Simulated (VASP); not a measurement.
# IrPt (R-3m) in VASP: further runs

Runs on IrPt. Level: LDA. Tasks: single point, relaxation of volume and atoms at fixed shape.

Everything below comes from runs of VASP 6.6.1. Logs are shortened: lines on timing, memory, paths and dates and some standing lists are left out, and cuts for length are marked.

## Step 1: The cell of the first run

It takes space group R-3m (No. 166, trigonal). Conventional cell: a = 2.733 Å, b = 2.733 Å, c = 13.248 Å, α = 90.00°, β = 90.00°, γ = 120.00°. Within 3.6 Å of Ir (site symmetry -3m) lie 6 Pt at 2.71 Å and 6 Ir at 2.73 Å. Within 3.6 Å of Pt (site symmetry -3m) lie 6 Ir at 2.71 Å and 6 Pt at 2.73 Å.

## Step 2: Single point, LDA

Contents of INCAR:

```
ALGO = Normal
EDIFF = 1E-6
ENCUT = 520
GGA = CA
ISIF = 2
ISMEAR = 1
LASPH = T
LCHARG = T
LELF = T
LREAL = F
LVHAR = T
LWAVE = F
NBANDS = 16
NELM = 80
PREC = Accurate
SIGMA = 0.05
```

Contents of KPOINTS:

```
k-points
0
Gamma
  7 7 7
```

Contents of POSCAR:

```
IrPt
1.0
    1.3665180771      0.7889612153      4.4159887265
   -1.3665180771      0.7889612153      4.4159887265
    0.0000000000     -1.5779175236      4.4159896032
Ir Pt
1 1
Direct
    0.0000000000      0.0000000000      0.0000000000
    0.5000000000      0.5000000000      0.5000000000
```

Potentials or basis: VASP PAW LDA potentials, release 64 (Ir, Pt).

The run is started by

```sh
> cat potpaw_LDA.64/Ir/POTCAR potpaw_LDA.64/Pt/POTCAR > POTCAR
> mpirun -np 1 vasp_std > vasp.out
```

OUTCAR:

```text
EDIFF = 1E-6
   ENCUT = 520
   GGA = CA
   ISIF = 2
   ISMEAR = 1
   LASPH = T
   LREAL = F
   NELM = 80
   PREC = Accurate

 ion  position               nearest neighbor table
   1  0.000  0.000  0.000-   2 2.71   2 2.71   2 2.71   2 2.71   2 2.71   2 2.71
   2  0.500  0.500  0.500-   1 2.71   1 2.71   1 2.71   1 2.71   1 2.71   1 2.71

  LATTYP: Found a trigonal (rhomboedric) cell.
 ALAT       =     4.6894336424
 COS(alpha) =     0.8301678262

  Lattice vectors:

 A1 = (   1.3665180771,   0.7889612153,   4.4159887265)
 A2 = (  -1.3665180771,   0.7889612153,   4.4159887265)
 A3 = (   0.0000000000,  -1.5779175236,   4.4159896032)

Analysis of symmetry for initial positions (statically):
=====================================================================
 Subroutine PRICEL returns:
 Original cell was already a primitive cell.

 Routine SETGRP: Setting up the symmetry group for a
 trigonal (rhombohedral) supercell.

 Subroutine GETGRP returns: Found 12 space group operations
 (whereof 12 operations were pure point group operations)
 out of a pool of 12 trial point group operations.

The static configuration has the point symmetry D_3d.

Analysis of symmetry for dynamics (positions and initial velocities):
=====================================================================
 Subroutine PRICEL returns:
 Original cell was already a primitive cell.

 Routine SETGRP: Setting up the symmetry group for a
 trigonal (rhombohedral) supercell.

 Subroutine GETGRP returns: Found 12 space group operations
 (whereof 12 operations were pure point group operations)
 out of a pool of 12 trial point group operations.

The dynamic configuration has the point symmetry D_3d.

 Subroutine INISYM returns: Found 12 space group operations
 (whereof 12 operations are pure point group operations),
 and found     1 'primitive' translations

----------------------------------------------------------------------------------------

                                     Primitive cell

  volume of cell :      28.5660

  direct lattice vectors                    reciprocal lattice vectors
     1.366518077  0.788961215  4.415988727     0.365893440  0.211248704  0.075483201
    -1.366518077  0.788961215  4.415988727    -0.365893440  0.211248704  0.075483201
     0.000000000 -1.577917524  4.415989603     0.000000000 -0.422497324  0.075483436

  length of vectors
     4.689433642  4.689433642  4.689433642     0.429187299  0.429187299  0.429187299

  position of ions in fractional coordinates (direct lattice)
     0.000000000  0.000000000  0.000000000
     0.500000000  0.500000000  0.500000000

  ion indices of the primitive-cell ions
   primitive index   ion index
                 1           1
                 2           2

----------------------------------------------------------------------------------------

 KPOINTS: k-points

Automatic generation of k-mesh.
 Grid dimensions read from file:
 generate k-points for:    7    7    7

 Generating k-lattice:

  Cartesian coordinates                     Fractional coordinates (reciprocal lattice)
     0.052270491  0.030178386  0.010783314     0.142857143  0.000000000  0.000000000
    -0.052270491  0.030178386  0.010783314     0.000000000  0.142857143  0.000000000
     0.000000000 -0.060356761  0.010783348     0.000000000  0.000000000  0.142857143

  Length of vectors
     0.061312471  0.061312471  0.061312471

  Shift w.r.t. Gamma in fractional coordinates (k-lattice)
     0.000000000  0.000000000  0.000000000

 Subroutine IBZKPT returns following result:
 ===========================================

 Found     44 irreducible k-points:

 Following reciprocal coordinates:
            Coordinates               Weight
  0.000000  0.000000  0.000000      1.000000
  0.142857  0.000000  0.000000      6.000000
  0.285714  0.000000  0.000000      6.000000
  0.428571  0.000000  0.000000      6.000000
  0.142857  0.142857  0.000000      6.000000
  0.285714  0.142857  0.000000     12.000000
[... 16 lines left out ...]
  0.285714  0.285714  0.142857      6.000000
  0.428571  0.285714  0.142857     12.000000
 [... further k-points ...]
   k-points           NKPTS =     44   k-points in BZ     NKDIM =     44   number of bands    NBANDS=     16
   number of dos      NEDOS =    301   number of ions     NIONS =      2
   total plane-waves  NPLWV =  46656
   dimension x,y,z NGX =    36 NGY =   36 NGZ =   36
   dimension x,y,z NGXF=    72 NGYF=   72 NGZF=   72
   ions per type =               1   1
   NGX,Y,Z   is equivalent  to a cutoff of  12.76, 12.76, 12.76 a.u.
   NGXF,Y,Z  is equivalent  to a cutoff of  25.52, 25.52, 25.52 a.u.
 SYSTEM =  unknown system
   PREC   = accura    normal or accurate (medium, high low for compatibility)
   ISTART =      0    job   : 0-new  1-cont  2-samecut
   ICHARG =      2    charge: 1-file 2-atom 10-const
   ISPIN  =      1    spin polarized calculation?
   LNONCOLLINEAR =      F non collinear calculations
   LSORBIT =      F    spin-orbit coupling
   LASPH  =      T    aspherical Exc in radial PAW
   ENCUT  =  520.0 eV  38.22 Ry    6.18 a.u.   8.72  8.72  8.72*2*pi/ulx,y,z
   NELM   =     80;   NELMIN=  2; NELMDL= -5     # of ELM steps
   EDIFF  = 0.1E-05   stopping-criterion for ELM
   LREAL  =      F    real-space projection
   EDIFFG = 0.1E-04   stopping-criterion for IOM
   NSW    =      0    number of steps for IOM
   IBRION =     -1    ionic relax: 0-MD 1-quasi-New 2-CG
   NFREE  =      0    steps in history (QN), initial steepest desc. (CG)
   ISIF   =      2    stress and relaxation
   ISYM   =      2    0-nonsym 1-usesym 2-fastsym
   POTIM  = 0.5000    time-step for ionic-motion
   TEBEG  =    0.0;   TEEND  =   0.0 temperature during run
   PSTRESS=    0.0 pullay stress
   NELECT =      19.0000    total number of electrons
   NUPDOWN=      -1.0000    fix difference up-down
   EMIN   =  10.00;   EMAX   =-10.00  energy-range for DOS
   EFERMI =   0.00;   METHOD = LEGACY
   ISMEAR =     1;   SIGMA  =   0.05  broadening in eV -4-tet -1-fermi 0-gaus
   EFERMI_NEDOS =   21; number of points for ismear=-14 and -15
   IALGO  =     38    algorithm
   IMIX   =      4    mixing-type and parameters
     AMIX     =   0.40;   BMIX     =  1.00
     AMIX_MAG =   1.60;   BMIX_MAG =  1.00
  volume/ion in A,a.u.               =      14.28        96.39
  Fermi-wavevector in a.u.,A,eV,Ry     =   1.429035  2.700485 27.785021  2.042141
  Thomas-Fermi vector in A             =   2.549032
   LORBIT       =      0    0 simple, 1 ext, 2 COOP (PROOUT), +10 PAW based schemes
   GGA     = CA    functional components
   LHFCALC =     F    Hartree Fock is set to
   AEXX    =    0.0000 exact exchange contribution
   IVDW    =     0    specifies the selected vdW correction
   LEPSILON=     F    determine dielectric tensor
   LRPA    =     F    only Hartree local field effects (RPA)
 non-spin polarized calculation
 Methfessel and Paxton  Order N= 1 SIGMA  =   0.05
  energy-cutoff  :      520.00
  volume of cell :       28.57
 maximum number of plane-waves:       778
   NGX = 17   NGY = 17   NGZ = 17

 number of electron      18.9999999 magnetization

 Free energy of the ion-electron system (eV)
  ---------------------------------------------------
  ext. energy  EPLUGINS =         0.00000000
  ---------------------------------------------------
  free energy    TOTEN  =       -17.69982542 eV

  energy without entropy =      -17.69897728  energy(sigma->0) =      -17.69954270

 E-fermi :  11.2124     XC(G=0): -14.0441

 val. band max:       11.1993299575   @ k =  -0.2857   0.2857   0.1429
 cond. band min:      11.2205486532   @ k =   0.2857   0.1429   0.0000
 fundamental gap:      0.0212186957
 Fermi energy:        11.2124351663

 k-point     1 :       0.0000    0.0000    0.0000
  band No.  band energies     occupation
      1       0.2462      2.00000
      2       3.2227      2.00000
      3       6.9186      2.00000
      4       6.9186      2.00000
      5       7.2477      2.00000
      6       7.2547      2.00000
[... 8 lines left out ...]
     15      25.5828      0.00000
     16      30.4374      0.00000

 k-point     2 :       0.1429    0.0000    0.0000
  band No.  band energies     occupation
      1       1.0256      2.00000
      2       3.8925      2.00000
      3       6.4711      2.00000
      4       6.7228      2.00000
      5       7.3756      2.00000
      6       7.5792      2.00000
[... 8 lines left out ...]
     15      26.8434      0.00000
     16      28.5575      0.00000

 k-point     3 :       0.2857    0.0000    0.0000
  band No.  band energies     occupation
      1       2.9219      2.00000
      2       4.8777      2.00000
      3       5.8554      2.00000
      4       6.0309      2.00000
      5       7.0678      2.00000
      6       7.6503      2.00000
[... 8 lines left out ...]
     15      25.8980      0.00000
     16      28.8157      0.00000

 k-point     4 :       0.4286    0.0000    0.0000
  band No.  band energies     occupation
      1       4.2054      2.00000
      2       4.6298      2.00000
      3       5.4762      2.00000
      4       5.8847      2.00000
      5       6.9845      2.00000
      6       7.6288      2.00000
[... 8 lines left out ...]
     15      24.2499      0.00000
     16      27.4226      0.00000

 k-point     5 :       0.1429    0.1429    0.0000
  band No.  band energies     occupation
      1       1.0827      2.00000
      2       3.8639      2.00000
      3       6.4772      2.00000
      4       6.7995      2.00000
      5       7.3184      2.00000
      6       7.5388      2.00000
[... 8 lines left out ...]
     15      26.8760      0.00000
     16      27.9027      0.00000

 k-point     6 :       0.2857    0.1429    0.0000
  band No.  band energies     occupation
      1       2.4756      2.00000
      2       4.9040      2.00000
      3       5.8271      2.00000
      4       6.1372      2.00000
      5       6.8944      2.00000
      6       7.5019      2.00000
[... 8 lines left out ...]
     15      26.2404      0.00000
     16      27.0092      0.00000

 k-point     7 :       0.4286    0.1429    0.0000
  band No.  band energies     occupation
      1       4.3848      2.00000
      2       5.3487      2.00000
      3       5.4556      2.00000
      4       5.7977      2.00000
      5       6.4630      2.00000
      6       6.7343      2.00000
[... 8 lines left out ...]
     15      23.9935      0.00000
     16      26.2517      0.00000

 k-point     8 :      -0.4286    0.1429   -0.0000
  band No.  band energies     occupation
      1       4.8118      2.00000
      2       5.0161      2.00000
      3       5.3887      2.00000
      4       5.8599      2.00000
      5       6.7478      2.00000
      6       6.8228      2.00000
[... 8 lines left out ...]
     15      23.6671      0.00000
     16      25.3533      0.00000

 k-point     9 :      -0.2857    0.1429    0.0000
  band No.  band energies     occupation
      1       4.1406      2.00000
      2       4.9754      2.00000
      3       5.6269      2.00000
      4       6.1391      2.00000
      5       6.7965      2.00000
      6       6.9199      2.00000
[... 8 lines left out ...]
     15      23.4218      0.00000
     16      25.2322      0.00000
[... 172 lines left out ...]
 k-point    19 :       0.4286    0.1429    0.1429
  band No.  band energies     occupation
      1       3.2560      2.00000
      2       5.0969      2.00000
      3       5.4887      2.00000
      4       6.2864      2.00000
      5       6.4228      2.00000
      6       7.7959      2.00000
[... 8 lines left out ...]
     15      27.3310      0.00000
     16      29.0622      0.00000

 k-point    20 :      -0.4286    0.1429    0.1429
  band No.  band energies     occupation
      1       4.1309      2.00000
      2       4.4985      2.00000
      3       4.8495      2.00000
      4       6.1112      2.00000
      5       7.5220      2.00000
      6       8.1040      2.00000
[... 8 lines left out ...]
     15      25.8969      0.00000
     16      26.1291      0.00000

 k-point    21 :      -0.2857    0.1429    0.1429
  band No.  band energies     occupation
      1       3.8238      2.00000
      2       4.2124      2.00000
      3       4.9264      2.00000
      4       6.6968      2.00000
      5       7.2618      2.00000
      6       7.7486      2.00000
[... 8 lines left out ...]
     15      22.9863      0.00000
     16      25.5821      0.00000

 k-point    22 :      -0.1429    0.1429    0.1429
  band No.  band energies     occupation
      1       2.7026      2.00000
      2       4.5269      2.00000
      3       5.5984      2.00000
      4       6.5090      2.00000
      5       7.4901      2.00000
      6       7.5793      2.00000
[... 8 lines left out ...]
     15      24.6867      0.00000
     16      27.3924      0.00000

 k-point    23 :       0.2857    0.2857    0.1429
  band No.  band energies     occupation
      1       1.5509      2.00000
      2       3.8463      2.00000
      3       6.4947      2.00000
      4       6.7203      2.00000
      5       7.2130      2.00000
      6       7.4781      2.00000
[... 8 lines left out ...]
     15      27.3383      0.00000
     16      27.5497      0.00000

 k-point    24 :       0.4286    0.2857    0.1429
  band No.  band energies     occupation
      1       2.9196      2.00000
      2       4.8537      2.00000
      3       5.7656      2.00000
      4       5.8767      2.00000
      5       6.5055      2.00000
      6       7.4840      2.00000
[... 8 lines left out ...]
     15      25.8453      0.00000
     16      27.7926      0.00000

 [... further k-points ...]
[... 5 lines left out ...]
  --------------------------------------------------------------------------------------
  -------------------------------------------------------------------------------------
  Total        0.4525555      0.4525555     -0.0977532      0.0000000     -0.0000002      0.0000000
  in kB       25.3824245     25.3824245     -5.4826696      0.0000000     -0.0000114      0.0000000
  external PRESSURE =      15.0940598 kB  Pullay stress =       0.0000000 kB

 VOLUME and BASIS-vectors are now :
 -----------------------------------------------------------------------------
  energy-cutoff  :      520.00
  volume of cell :       28.57
      direct lattice vectors                 reciprocal lattice vectors
     1.366518077  0.788961215  4.415988727     0.365893440  0.211248704  0.075483201
    -1.366518077  0.788961215  4.415988727    -0.365893440  0.211248704  0.075483201
     0.000000000 -1.577917524  4.415989603     0.000000000 -0.422497324  0.075483436

 POSITION                                       TOTAL-FORCE (eV/Angst)
 -----------------------------------------------------------------------------------
      0.00000      0.00000      0.00000         0.000000     -0.000000      0.000000
      0.00000      0.00000      6.62398         0.000000      0.000000     -0.000000
 -----------------------------------------------------------------------------------
    total drift:                                0.000000     -0.000000      0.000000

  FREE ENERGIE OF THE ION-ELECTRON SYSTEM (eV)
  ---------------------------------------------------
  free  energy   TOTEN  =       -17.6998254164 eV

  energy  without entropy=      -17.6989772752  energy(sigma->0) =      -17.69954270
```

Run time: 15 s. Hardware: 1 thread of Intel Xeon 6975P-C (Granite Rapids), shared host; peak memory 0.19 GiB.

Results:

```yaml
Free_energy: -17.6998 eV
Pressure: 1.5 GPa
```

Caveat: the k points lie up to 0.39 Å⁻¹ apart; spin-orbit coupling is left out, which moves the levels of the heavy elements.

(Continued in part 2 of 2.)
